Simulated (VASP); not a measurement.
# InP (Fm-3m) in VASP: notebook

Runs on InP. Level: PBE. Tasks: relaxation of cell and atoms.

Everything below comes from runs of VASP 6.6.1. Logs are shortened: lines on timing, memory, paths and dates and some standing lists are left out, and cuts for length are marked.

## (1) The cell of the first run

It takes space group Fm-3m (No. 225, cubic). Conventional cell: a = 5.537 Å, b = 5.537 Å, c = 5.537 Å, α = 90.00°, β = 90.00°, γ = 90.00°. In (site symmetry m-3m) has 6 P at 2.77 Å within 3.6 Å. P (site symmetry m-3m) has 6 In at 2.77 Å within 3.6 Å.

## (2) Relaxation of cell and atoms, PBE

Input file INCAR:

```
SYSTEM = InP
PREC = Accurate ; ENCUT = 600
EDIFF = 1E-7 ; ISMEAR = 0
SIGMA = 0.1 ; LREAL = .False.
LASPH = .True. ; NELM = 80
ALGO = Normal ; ISIF = 3
LWAVE = .False. ; LCHARG = .False.
GGA = PE ; IBRION = 2
NSW = 100 ; EDIFFG = -0.005
```

Input file KPOINTS:

```
Automatic mesh
0
Gamma
  14 14 14
  0 0 0
```

Input file POSCAR:

```
InP
1.0
    0.0000000000      2.7684979575      2.7684979575
    2.7684979575      0.0000000000      2.7684979575
    2.7684979575      2.7684979575      0.0000000000
In P
1 1
Direct
    0.0000000000      0.0000000000      0.0000000000
    0.5000000000      0.5000000000      0.5000000000
```

Potentials or basis: VASP PAW PBE potentials, release 64 (In_d, P).

On the command line:

```sh
> cat potpaw_PBE.64/In_d/POTCAR potpaw_PBE.64/P/POTCAR > POTCAR
> mpirun -np 1 vasp_std > vasp.out
```

OUTCAR:

```text
SYSTEM = InP
   PREC = Accurate
   ENCUT = 600
   EDIFF = 1E-7
   ISMEAR = 0
   LREAL = .False.
   LASPH = .True.
   NELM = 80
   ISIF = 3
   GGA = PE
   IBRION = 2
   NSW = 100
   EDIFFG = -0.005

 ion  position               nearest neighbor table
   1  0.000  0.000  0.000-   2 2.77   2 2.77   2 2.77   2 2.77   2 2.77   2 2.77
   2  0.500  0.500  0.500-   1 2.77   1 2.77   1 2.77   1 2.77   1 2.77   1 2.77

  LATTYP: Found a face centered cubic cell.
 ALAT       =     5.5369959150

  Lattice vectors:

 A1 = (   0.0000000000,   2.7684979575,   2.7684979575)
 A2 = (   2.7684979575,   0.0000000000,   2.7684979575)
 A3 = (   2.7684979575,   2.7684979575,   0.0000000000)

Analysis of symmetry for initial positions (statically):
=====================================================================
 Subroutine PRICEL returns:
 Original cell was already a primitive cell.

 Routine SETGRP: Setting up the symmetry group for a
 face centered cubic supercell.

 Subroutine GETGRP returns: Found 48 space group operations
 (whereof 48 operations were pure point group operations)
 out of a pool of 48 trial point group operations.

The static configuration has the point symmetry O_h .

Analysis of symmetry for dynamics (positions and initial velocities):
=====================================================================
 Subroutine PRICEL returns:
 Original cell was already a primitive cell.

 Routine SETGRP: Setting up the symmetry group for a
 face centered cubic supercell.

 Subroutine GETGRP returns: Found 48 space group operations
 (whereof 48 operations were pure point group operations)
 out of a pool of 48 trial point group operations.

The dynamic configuration has the point symmetry O_h .

 Subroutine INISYM returns: Found 48 space group operations
 (whereof 48 operations are pure point group operations),
 and found     1 'primitive' translations

----------------------------------------------------------------------------------------

                                     Primitive cell

  volume of cell :      42.4388

  direct lattice vectors                    reciprocal lattice vectors
     0.000000000  2.768497958  2.768497958    -0.180603348  0.180603348  0.180603348
     2.768497958  0.000000000  2.768497958     0.180603348 -0.180603348  0.180603348
     2.768497958  2.768497958  0.000000000     0.180603348  0.180603348 -0.180603348

  length of vectors
     3.915247359  3.915247359  3.915247359     0.312814175  0.312814175  0.312814175

  position of ions in fractional coordinates (direct lattice)
     0.000000000  0.000000000  0.000000000
     0.500000000  0.500000000  0.500000000

  ion indices of the primitive-cell ions
   primitive index   ion index
                 1           1
                 2           2

----------------------------------------------------------------------------------------

 KPOINTS: Automatic mesh

Automatic generation of k-mesh.
 Grid dimensions read from file:
 generate k-points for:   14   14   14

 Generating k-lattice:

  Cartesian coordinates                     Fractional coordinates (reciprocal lattice)
    -0.012900239  0.012900239  0.012900239     0.071428571  0.000000000  0.000000000
     0.012900239 -0.012900239  0.012900239     0.000000000  0.071428571  0.000000000
     0.012900239  0.012900239 -0.012900239     0.000000000  0.000000000  0.071428571

  Length of vectors
     0.022343870  0.022343870  0.022343870

  Shift w.r.t. Gamma in fractional coordinates (k-lattice)
     0.000000000  0.000000000  0.000000000

 Subroutine IBZKPT returns following result:
 ===========================================

 Found    104 irreducible k-points:

 Following reciprocal coordinates:
            Coordinates               Weight
  0.000000  0.000000  0.000000      1.000000
  0.071429  0.000000  0.000000      8.000000
  0.142857  0.000000  0.000000      8.000000
  0.214286  0.000000  0.000000      8.000000
  0.285714  0.000000  0.000000      8.000000
  0.357143  0.000000  0.000000      8.000000
[... 16 lines left out ...]
  0.214286  0.142857  0.000000     24.000000
  0.285714  0.142857  0.000000     24.000000
 [... further k-points ...]
   k-points           NKPTS =    104   k-points in BZ     NKDIM =    104   number of bands    NBANDS=     13
   number of dos      NEDOS =    301   number of ions     NIONS =      2
   total plane-waves  NPLWV =  32768
   dimension x,y,z NGX =    32 NGY =   32 NGZ =   32
   dimension x,y,z NGXF=    64 NGYF=   64 NGZF=   64
   ions per type =               1   1
   NGX,Y,Z   is equivalent  to a cutoff of  13.59, 13.59, 13.59 a.u.
   NGXF,Y,Z  is equivalent  to a cutoff of  27.18, 27.18, 27.18 a.u.
 SYSTEM =  InP
   PREC   = accura    normal or accurate (medium, high low for compatibility)
   ISTART =      0    job   : 0-new  1-cont  2-samecut
   ICHARG =      2    charge: 1-file 2-atom 10-const
   ISPIN  =      1    spin polarized calculation?
   LNONCOLLINEAR =      F non collinear calculations
   LSORBIT =      F    spin-orbit coupling
   LASPH  =      T    aspherical Exc in radial PAW
   ENCUT  =  600.0 eV  44.10 Ry    6.64 a.u.   7.82  7.82  7.82*2*pi/ulx,y,z
   NELM   =     80;   NELMIN=  2; NELMDL= -5     # of ELM steps
   EDIFF  = 0.1E-06   stopping-criterion for ELM
   LREAL  =      F    real-space projection
   EDIFFG = -.5E-02   stopping-criterion for IOM
   NSW    =    100    number of steps for IOM
   IBRION =      2    ionic relax: 0-MD 1-quasi-New 2-CG
   NFREE  =      1    steps in history (QN), initial steepest desc. (CG)
   ISIF   =      3    stress and relaxation
   ISYM   =      2    0-nonsym 1-usesym 2-fastsym
   POTIM  = 0.5000    time-step for ionic-motion
   TEBEG  =    0.0;   TEEND  =   0.0 temperature during run
   PSTRESS=    0.0 pullay stress
   NELECT =      18.0000    total number of electrons
   NUPDOWN=      -1.0000    fix difference up-down
   EMIN   =  10.00;   EMAX   =-10.00  energy-range for DOS
   EFERMI =   0.00;   METHOD = LEGACY
   ISMEAR =     0;   SIGMA  =   0.10  broadening in eV -4-tet -1-fermi 0-gaus
   EFERMI_NEDOS =   21; number of points for ismear=-14 and -15
   IALGO  =     38    algorithm
   IMIX   =      4    mixing-type and parameters
     AMIX     =   0.40;   BMIX     =  1.00
     AMIX_MAG =   1.60;   BMIX_MAG =  1.00
  volume/ion in A,a.u.               =      21.22       143.20
  Fermi-wavevector in a.u.,A,eV,Ry     =   1.230018  2.324397 20.584856  1.512944
  Thomas-Fermi vector in A             =   2.364883
   LORBIT       =      0    0 simple, 1 ext, 2 COOP (PROOUT), +10 PAW based schemes
   GGA     = PE    functional components
   LHFCALC =     F    Hartree Fock is set to
   AEXX    =    0.0000 exact exchange contribution
   IVDW    =     0    specifies the selected vdW correction
   LEPSILON=     F    determine dielectric tensor
   LRPA    =     F    only Hartree local field effects (RPA)
 conjugate gradient relaxation of ions
 non-spin polarized calculation
 Gauss-broadening in eV      SIGMA  =   0.10
  energy-cutoff  :      600.00
  volume of cell :       42.44
 maximum number of plane-waves:      1428
   NGX = 15   NGY = 15   NGZ = 15

--------------------------------------- Ionic step        1  -------------------------------------------

 number of electron      17.9999997 magnetization

 Free energy of the ion-electron system (eV)
  ---------------------------------------------------
  ext. energy  EPLUGINS =         0.00000000
  ---------------------------------------------------
  free energy    TOTEN  =        -7.91811255 eV

  energy without entropy =       -7.91159871  energy(sigma->0) =       -7.91485563

------------------------ aborting loop because EDIFF is reached ----------------------------------------

  FORCE on cell =-STRESS in cart. coord.  units (eV):
  Direction    XX          YY          ZZ          XY          YZ          ZX
  --------------------------------------------------------------------------------------
  -------------------------------------------------------------------------------------
  Total        0.0384570      0.0384570      0.0384570     -0.0000000     -0.0000000      0.0000000
  in kB        1.4518548      1.4518548      1.4518548     -0.0000000     -0.0000000      0.0000000
  external PRESSURE =       1.4518548 kB  Pullay stress =       0.0000000 kB

 VOLUME and BASIS-vectors are now :
 -----------------------------------------------------------------------------
  energy-cutoff  :      600.00
  volume of cell :       42.44
      direct lattice vectors                 reciprocal lattice vectors
     0.000000000  2.768497958  2.768497958    -0.180603348  0.180603348  0.180603348
     2.768497958  0.000000000  2.768497958     0.180603348 -0.180603348  0.180603348
     2.768497958  2.768497958  0.000000000     0.180603348  0.180603348 -0.180603348
[... 37 lines left out ...]
 POSITION                                       TOTAL-FORCE (eV/Angst)
 -----------------------------------------------------------------------------------
      5.54213      5.54213      5.54213        -0.000000     -0.000000      0.000000
      2.77107      2.77107      2.77107         0.000000      0.000000     -0.000000
 -----------------------------------------------------------------------------------
    total drift:                                0.000000     -0.000000      0.000000

  FREE ENERGIE OF THE ION-ELECTRON SYSTEM (eV)
  ---------------------------------------------------
  free  energy   TOTEN  =        -7.9181395403 eV

  energy  without entropy=       -7.9116083468  energy(sigma->0) =       -7.91487394

--------------------------------------- Ionic step        3  -------------------------------------------

 number of electron      17.9999998 magnetization

 Free energy of the ion-electron system (eV)
  ---------------------------------------------------
  ext. energy  EPLUGINS =         0.00000000
  ---------------------------------------------------
  free energy    TOTEN  =        -7.91814733 eV

  energy without entropy =       -7.91162177  energy(sigma->0) =       -7.91488455

 E-fermi :   6.9817     XC(G=0): -10.3897

 val. band max:        6.9697390800   @ k =   0.5000   0.3571   0.0714
 cond. band min:       6.9902911049   @ k =  -0.3571   0.1429   0.0000
 fundamental gap:      0.0205520249
 Fermi energy:         6.9817011034

 k-point     1 :       0.0000    0.0000    0.0000
  band No.  band energies     occupation
      1      -7.1896      2.00000
      2      -7.1896      2.00000
      3      -7.1697      2.00000
      4      -7.1697      2.00000
      5      -7.1697      2.00000
      6      -4.9831      2.00000
      7       6.7353      1.99951
      8       6.7353      1.99951
      9       6.7353      1.99951
     10       7.5308      0.00000
     11      14.1195      0.00000
     12      14.1195      0.00000
     13      14.1195      0.00000

 k-point     2 :       0.0714    0.0000    0.0000
  band No.  band energies     occupation
      1      -7.1918      2.00000
      2      -7.1918      2.00000
      3      -7.1698      2.00000
      4      -7.1666      2.00000
      5      -7.1666      2.00000
      6      -4.9197      2.00000
      7       5.9051      2.00000
      8       6.7455      1.99916
      9       6.7455      1.99916
     10       8.2680      0.00000
     11      13.6676      0.00000
[... 339 lines left out ...]
 k-point    24 :       0.2857    0.1429    0.0000
  band No.  band energies     occupation
      1      -7.2688      2.00000
      2      -7.1916      2.00000
      3      -7.1822      2.00000
      4      -7.1307      2.00000
      5      -7.1171      2.00000
      6      -4.0470      2.00000
      7       3.2575      2.00000
      8       6.0334      2.00000
      9       6.3160      2.00000
     10       9.3155      0.00000
     11      11.5467      0.00000
     12      12.6709      0.00000
     13      13.4691      0.00000

 [... further k-points ...]

------------------------ aborting loop because EDIFF is reached ----------------------------------------

  FORCE on cell =-STRESS in cart. coord.  units (eV):
  Direction    XX          YY          ZZ          XY          YZ          ZX
  --------------------------------------------------------------------------------------
  -------------------------------------------------------------------------------------
  Total        0.0017310      0.0017310      0.0017310     -0.0000000     -0.0000000      0.0000000
  in kB        0.0652273      0.0652273      0.0652273     -0.0000000     -0.0000000      0.0000000
  external PRESSURE =       0.0652273 kB  Pullay stress =       0.0000000 kB

 VOLUME and BASIS-vectors are now :
 -----------------------------------------------------------------------------
  energy-cutoff  :      600.00
  volume of cell :       42.52
      direct lattice vectors                 reciprocal lattice vectors
    -0.000000000  2.770215473  2.770215473    -0.180491375  0.180491375  0.180491375
     2.770215473 -0.000000000  2.770215473     0.180491375 -0.180491375  0.180491375
     2.770215473  2.770215473  0.000000000     0.180491375  0.180491375 -0.180491375

 POSITION                                       TOTAL-FORCE (eV/Angst)
 -----------------------------------------------------------------------------------
      0.00000      0.00000      0.00000         0.000000      0.000000      0.000000
      2.77022      2.77022      2.77022        -0.000000     -0.000000     -0.000000
 -----------------------------------------------------------------------------------
    total drift:                                0.000000     -0.000000     -0.000000

  FREE ENERGIE OF THE ION-ELECTRON SYSTEM (eV)
  ---------------------------------------------------
  free  energy   TOTEN  =        -7.9181473263 eV

  energy  without entropy=       -7.9116217665  energy(sigma->0) =       -7.91488455

 reached required accuracy - stopping structural energy minimisation
```

Run time: 50 s. Hardware: 1 thread of Intel Xeon 6975P-C (Granite Rapids), shared host; peak memory 0.23 GiB.

Results:

| Property | Result |
| --- | --- |
| Free energy | -7.9181 eV |
| Relaxed volume | 21.26 Å³/atom |
| Relaxed cell | a = 3.918 Å, b = 3.918 Å, c = 3.918 Å, α = 60.00°, β = 60.00°, γ = 60.00° |
| Space group after relaxing (to 0.05 Å) | Fm-3m (No. 225) |
| Energy gained by relaxing | 0.0 meV/atom |
| Ionic steps | 3 |
| Pressure after relaxing | 0.0 GPa |
| Band gap on the k mesh | zero (band 9 reaches 7.32 eV, above the bottom of band 10 at 4.69 eV) |

Final structure:
```
CELL_PARAMETERS angstrom
0.00000 2.77022 2.77022
2.77022 0.00000 2.77022
2.77022 2.77022 0.00000
ATOMIC_POSITIONS crystal
In 0.00000 0.00000 0.00000
P 0.50000 0.50000 0.50000
```

Caveat: spin-orbit coupling is left out, which moves the levels of the heavy elements.

## (3) Relaxation of cell and atoms, PBE

Input file INCAR:

```
PREC = Accurate ; ENCUT = 600
EDIFF = 1E-7 ; ISMEAR = -1
SIGMA = 0.15 ; LREAL = False
LASPH = True ; NELM = 100
ALGO = Normal ; ISIF = 3
LWAVE = False ; LCHARG = False
GGA = PE ; IBRION = 2
NSW = 80 ; EDIFFG = -0.001
```

Input file KPOINTS:

```
Automatic mesh
0
Gamma
  14 14 14
```

Input file POSCAR:

```
InP
1.0
    0.0000000000      2.7701604164      2.7701604164
    2.7701604164      0.0000000000      2.7701604164
    2.7701604164      2.7701604164      0.0000000000
In P
1 1
Direct
    0.0000000000      0.0000000000      0.0000000000
    0.5000000000      0.5000000000      0.5000000000
```

Potentials or basis: VASP PAW PBE potentials, release 64 (In_d, P).

On the command line:

```sh
> cat potpaw_PBE.64/In_d/POTCAR potpaw_PBE.64/P/POTCAR > POTCAR
> mpirun -np 1 vasp_std > vasp.out
```

Wall time 48 s (1 thread of Intel Xeon 6975P-C (Granite Rapids), shared host); peak memory 0.23 GiB.

It converged, with:

```yaml
Free_energy: -7.9545 eV
Relaxed_volume: 21.30 Å³/atom
Relaxed_cell: a = 3.920 Å, b = 3.920 Å, c = 3.920 Å, α = 60.00°, β = 60.00°, γ = 60.00°
Space_group_after_relaxing_to_0.05_Å: Fm-3m (No. 225)
Energy_gained_by_relaxing: 0.0 meV/atom
Ionic_steps: 3
Pressure_after_relaxing: 0.0 GPa
Band_gap_on_the_k_mesh: zero (band 9 reaches 7.30 eV, above the bottom of band 10 at 4.67 eV)
```

Final structure:
```
In P
1.0
     0.00000    2.77209    2.77209
     2.77209    0.00000    2.77209
     2.77209    2.77209    0.00000
In P
1 1
Cartesian
  0.0000 0.0000 0.0000
  2.7721 2.7721 2.7721
```

Levels at points of the mesh, in eV from the Fermi level:
```csv
k point,band 5,band 6,band 7,band 8,band 9,band 10,band 11,band 12,band 13
"(0.00, 0.00, 0.00)",-14.21,-12.02,-0.31,-0.31,-0.31,0.47,7.07,7.07,7.07
"(0.50, 0.00, 0.00)",-14.13,-9.96,-6.64,0.11,0.11,2.46,3.38,3.38,5.14
"(0.50, 0.50, 0.00)",-14.10,-8.86,-4.95,-2.53,-2.35,-2.35,3.82,9.81,9.81
```

Caveat: spin-orbit coupling is left out, which moves the levels of the heavy elements.
